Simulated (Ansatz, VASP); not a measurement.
**PbS: VASP beside Ansatz**

```
Pb S
1.0
     0.00000    2.86774    2.86774
     2.86774    0.00000    2.86774
     2.86774    2.86774    0.00000
Pb S
1 1
Direct
  0.00000 0.00000 0.00000
  0.50000 0.50000 0.50000
```

Change from the starting cell: hydrostatic strain -4.0%.

Alike in both runs: task single point; functional PBE; k mesh 8 × 8 × 8; occupations fermi-dirac, width 0.02 eV; no spin polarisation.

|  | VASP | Ansatz |
| --- | --- | --- |
| version | VASP 6.6.1 | Ansatz 0.2.0 |
| potentials or method | VASP PAW PBE potentials, release 64 (Pb_d, S) | plane waves, PAW |
| plane-wave cutoff (eV) | 520 | 420 |
| valence electrons in the cell | 20 | 20 |

```tsv
	VASP	Ansatz	Ansatz less VASP
pressure (GPa)	9.7	9.7	+0.08
```

Neither program's run includes spin-orbit coupling.
